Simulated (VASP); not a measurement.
# ZnW2Se4 (P1) in VASP: single point with PBE

Aim: the single point of ZnW2Se4 with PBE.

All numbers are computed with VASP 6.6.1; they aren't measurements. Logs are shortened: lines on timing, memory, paths and dates and some standing lists are left out, and cuts for length are marked.

## 1. The cell of the first run

The typed cell holds 7 atoms: a = 3.311 Å, b = 3.311 Å, c = 17.958 Å, α = 90.00°, β = 90.00°, γ = 120.00°.

## 2. Single point, PBE (atoms moved at random)

INCAR reads:

```
PREC = Accurate
ENCUT = 500
EDIFF = 1E-6
ISMEAR = -1
SIGMA = 0.05
LREAL = False
LASPH = True
NELM = 120
ALGO = Normal
ISIF = 2
LWAVE = False
LCHARG = False
GGA = PE
NBANDS = 41
GGA_COMPAT = False
```

KPOINTS reads:

```
regular mesh
0
Gamma
  9 9 2
```

POSCAR reads:

```
ZnW2Se4
1.0
    3.3112294703      0.0000000000      0.0000000000
   -1.6556147351      2.8676088390      0.0000000000
    0.0000000000      0.0000000000     17.9580050763
W Se Zn
2 4 1
Direct
    0.3441740000      0.6737020000      0.2380330000
   -0.0063340000      0.0045500000      0.7764510000
    0.0087310000      0.0075180000      0.3385250000
    0.3395470000      0.6713600000      0.6775510000
    0.3388550000      0.6764040000      0.8704810000
    0.0004800000      0.0013040000      0.1477170000
    0.0053810000     -0.0052780000      0.5117830000
```

Potentials or basis: VASP PAW PBE potentials, release 64 (W_sv, Se, Zn).

Command:

```bash
> cat potpaw_PBE.64/W_sv/POTCAR potpaw_PBE.64/Se/POTCAR potpaw_PBE.64/Zn/POTCAR > POTCAR
> mpirun -np 1 vasp_std > vasp.out
```

OUTCAR:

```text
PREC = Accurate
   ENCUT = 500
   EDIFF = 1E-6
   ISMEAR = -1
   LREAL = False
   LASPH = True
   NELM = 120
   ISIF = 2
   GGA = PE

 ion  position               nearest neighbor table
   1  0.344  0.674  0.238-   6 2.48   6 2.52   6 2.52   3 2.62   3 2.63   3 2.63
   2  0.994  0.005  0.776-   5 2.53   5 2.56   5 2.57   4 2.58   4 2.61   4 2.64
   3  0.009  0.008  0.339-   1 2.62   1 2.63   1 2.63
   4  0.340  0.671  0.678-   2 2.58   2 2.61   2 2.64
   5  0.339  0.676  0.870-   2 2.53   2 2.56   2 2.57
   6  0.000  0.001  0.148-   1 2.48   1 2.52   1 2.52
   7  0.005  0.995  0.512-

  LATTYP: Found a hexagonal cell.
 ALAT       =     3.3112294703
 C/A-ratio  =     5.4233647161

  Lattice vectors:

 A1 = (   3.3112294703,   0.0000000000,   0.0000000000)
 A2 = (  -1.6556147351,   2.8676088390,   0.0000000000)
 A3 = (   0.0000000000,   0.0000000000,  17.9580050763)

Analysis of symmetry for initial positions (statically):
=====================================================================
 Subroutine PRICEL returns:
 Original cell was already a primitive cell.

 Routine SETGRP: Setting up the symmetry group for a
 hexagonal supercell.

 Subroutine GETGRP returns: Found  1 space group operations
 (whereof  1 operations were pure point group operations)
 out of a pool of 24 trial point group operations.

The static configuration has the point symmetry C_1 .

Analysis of symmetry for dynamics (positions and initial velocities):
=====================================================================
 Subroutine PRICEL returns:
 Original cell was already a primitive cell.

 Routine SETGRP: Setting up the symmetry group for a
 hexagonal supercell.

 Subroutine GETGRP returns: Found  1 space group operations
 (whereof  1 operations were pure point group operations)
 out of a pool of 24 trial point group operations.

The dynamic configuration has the point symmetry C_1 .

 Subroutine INISYM returns: Found  1 space group operations
 (whereof  1 operations are pure point group operations),
 and found     1 'primitive' translations

----------------------------------------------------------------------------------------

                                     Primitive cell

  volume of cell :     170.5168

[... 92 lines left out ...]
   ISPIN  =      1    spin polarized calculation?
   LNONCOLLINEAR =      F non collinear calculations
   LSORBIT =      F    spin-orbit coupling
   LASPH  =      T    aspherical Exc in radial PAW
   ENCUT  =  500.0 eV  36.75 Ry    6.06 a.u.   6.04  6.04 32.74*2*pi/ulx,y,z
   NELM   =    120;   NELMIN=  2; NELMDL= -5     # of ELM steps
   EDIFF  = 0.1E-05   stopping-criterion for ELM
   LREAL  =      F    real-space projection
   EDIFFG = 0.1E-04   stopping-criterion for IOM
   NSW    =      0    number of steps for IOM
   IBRION =     -1    ionic relax: 0-MD 1-quasi-New 2-CG
   NFREE  =      0    steps in history (QN), initial steepest desc. (CG)
   ISIF   =      2    stress and relaxation
   ISYM   =      2    0-nonsym 1-usesym 2-fastsym
   POTIM  = 0.5000    time-step for ionic-motion
   TEBEG  =    0.0;   TEEND  =   0.0 temperature during run
   PSTRESS=    0.0 pullay stress
   NELECT =      64.0000    total number of electrons
   NUPDOWN=      -1.0000    fix difference up-down
   EMIN   =  10.00;   EMAX   =-10.00  energy-range for DOS
   EFERMI =   0.00;   METHOD = LEGACY
   ISMEAR =    -1;   SIGMA  =   0.05  broadening in eV -4-tet -1-fermi 0-gaus
   EFERMI_NEDOS =   21; number of points for ismear=-14 and -15
   IALGO  =     38    algorithm
   IMIX   =      4    mixing-type and parameters
     AMIX     =   0.40;   BMIX     =  1.00
     AMIX_MAG =   1.60;   BMIX_MAG =  1.00
  volume/ion in A,a.u.               =      24.36       164.39
  Fermi-wavevector in a.u.,A,eV,Ry     =   1.180898  2.231574 18.973598  1.394520
  Thomas-Fermi vector in A             =   2.317182
   LORBIT       =      0    0 simple, 1 ext, 2 COOP (PROOUT), +10 PAW based schemes
   GGA     = PE    functional components
   LHFCALC =     F    Hartree Fock is set to
   AEXX    =    0.0000 exact exchange contribution
   IVDW    =     0    specifies the selected vdW correction
   LEPSILON=     F    determine dielectric tensor
   LRPA    =     F    only Hartree local field effects (RPA)
 non-spin polarized calculation
  energy-cutoff  :      500.00
  volume of cell :      170.52
 maximum number of plane-waves:      4398
   NGX = 13   NGY = 13   NGZ = 65

 number of electron      64.0000005 magnetization

 Free energy of the ion-electron system (eV)
  ---------------------------------------------------
  ext. energy  EPLUGINS =         0.00000000
  ---------------------------------------------------
  free energy    TOTEN  =       -43.41530197 eV

  energy without entropy =      -43.41232771  energy(sigma->0) =      -43.41381484

 E-fermi :   4.6055     XC(G=0):  -9.4896

 val. band max:        4.5210096959   @ k =   0.3333   0.3333   0.5000
 cond. band min:       4.7573365878   @ k =  -0.2222   0.3333   0.5000
 fundamental gap:      0.2363268919
 Fermi energy:         4.6055021777

 k-point     1 :       0.0000    0.0000    0.0000
  band No.  band energies     occupation
      1     -70.6929      2.00000
      2     -70.5810      2.00000
      3     -34.9194      2.00000
      4     -34.7962      2.00000
      5     -34.7931      2.00000
      6     -34.7922      2.00000
[... 1045 lines left out ...]
     40       7.2916      0.00000
     41       7.5675      0.00000

 [... further k-points ...]
[... 5 lines left out ...]
  --------------------------------------------------------------------------------------
  -------------------------------------------------------------------------------------
  Total       -1.0696667     -1.3308267     -3.1572734      0.3128175     -0.4673494     -0.2475603
  in kB      -10.0505953    -12.5044561    -29.6657609      2.9392351     -4.3912183     -2.3260778
  external PRESSURE =     -17.4069374 kB  Pullay stress =       0.0000000 kB

 VOLUME and BASIS-vectors are now :
 -----------------------------------------------------------------------------
  energy-cutoff  :      500.00
  volume of cell :      170.52
      direct lattice vectors                 reciprocal lattice vectors
     3.311229470  0.000000000  0.000000000     0.302002627  0.174361298  0.000000000
    -1.655614735  2.867608839  0.000000000     0.000000000  0.348722596  0.000000000
     0.000000000  0.000000000 17.958005076     0.000000000  0.000000000  0.055685473

 POSITION                                       TOTAL-FORCE (eV/Angst)
 -----------------------------------------------------------------------------------
      0.02425      1.93191      4.27460        -0.306990     -0.155545      2.265683
      3.28272      0.01305     13.94351         0.563911      0.135912     -0.938491
      0.01646      0.02156      6.07923         0.058124     -0.004168     -1.493567
      0.01280      1.92520     12.16746        -0.288527     -0.012587      1.142272
      0.00216      1.93966     15.63210        -0.274596     -0.124228     -0.180487
     -0.00057      0.00374      2.65270         0.249129      0.161067     -0.859187
     -1.62906      2.85247      9.19060        -0.001052     -0.000451      0.063777
 -----------------------------------------------------------------------------------
    total drift:                                0.000087      0.000207      0.000763

  FREE ENERGIE OF THE ION-ELECTRON SYSTEM (eV)
  ---------------------------------------------------
  free  energy   TOTEN  =       -43.4153019744 eV

  energy  without entropy=      -43.4123277144  energy(sigma->0) =      -43.41381484
```

OSZICAR:

```text
N       E                     dE             d eps       ncg     rms          rms(c)
DAV:   1     0.617893487943E+03    0.61789E+03   -0.32076E+04  7476   0.153E+03
DAV:   2     0.111098930401E+02   -0.60678E+03   -0.58315E+03  7240   0.417E+02
DAV:   3    -0.435273274883E+02   -0.54637E+02   -0.52426E+02  8459   0.120E+02
DAV:   4    -0.454600857706E+02   -0.19328E+01   -0.19061E+01  8116   0.214E+01
DAV:   5    -0.455040770307E+02   -0.43991E-01   -0.43859E-01  8233   0.334E+00    0.275E+01
DAV:   6    -0.439002003476E+02    0.16039E+01   -0.66740E+00  8298   0.168E+01    0.972E+00
DAV:   7    -0.437394765461E+02    0.16072E+00   -0.29652E+00  7952   0.116E+01    0.548E+00
DAV:   8    -0.434108859703E+02    0.32859E+00   -0.56864E-01  7732   0.632E+00    0.156E+00
DAV:   9    -0.434160400833E+02   -0.51541E-02   -0.14030E-01  7822   0.180E+00    0.675E-01
DAV:  10    -0.434150490956E+02    0.99099E-03   -0.12971E-02  8051   0.642E-01    0.193E-01
DAV:  11    -0.434152249981E+02   -0.17590E-03   -0.15115E-03  8629   0.217E-01    0.634E-02
DAV:  12    -0.434152675234E+02   -0.42525E-04   -0.32437E-04  7753   0.120E-01    0.418E-02
DAV:  13    -0.434152806270E+02   -0.13104E-04   -0.10910E-04  7336   0.548E-02    0.200E-02
DAV:  14    -0.434152982870E+02   -0.17660E-04   -0.50597E-05  7339   0.367E-02    0.104E-02
DAV:  15    -0.434153010539E+02   -0.27669E-05   -0.78607E-06  6720   0.179E-02    0.564E-03
DAV:  16    -0.434153019744E+02   -0.92046E-06   -0.16501E-06  5790   0.889E-03
   1 F= -.43415302E+02 E0= -.43413815E+02  d E =-.297426E-02
```

stdout:

```text
POSCAR found type information on POSCAR W SeZn
 POSCAR found :  3 types and       7 ions
 scaLAPACK will be used
 LDA part: xc-table for (Slater+PW92), standard interpolation
 POSCAR, INCAR and KPOINTS ok, starting setup
 FFT: planning ... GRIDC
 FFT: planning ... GRID_SOFT
 FFT: planning ... GRID
 WAVECAR not read
 entering main loop
```

Wall time 5.4 min (1 thread of Intel Xeon Platinum 8488C (Sapphire Rapids), shared host); peak memory 0.62 GiB.

What came out:

```
Free energy            : -43.4153 eV
Pressure               : -1.7 GPa
Largest force          : 2.292 eV/Å
Band gap on the k mesh : 0.24 eV (least direct gap 0.50 eV)
```

Forces in eV/Å, atoms in the order of the input:
```
W   -0.307 -0.156  2.266
W    0.564  0.136 -0.938
Se   0.058 -0.004 -1.494
Se  -0.289 -0.013  1.142
Se  -0.275 -0.124 -0.180
Se   0.249  0.161 -0.859
Zn  -0.001  0.000  0.064
```

Caveat: the cell differs from its parent crystal (atoms moved at random); spin-orbit coupling is left out, which moves the levels of the heavy elements; forces of over 1 eV/Å act on the atoms, so gaps and moduli don't describe the material at rest.
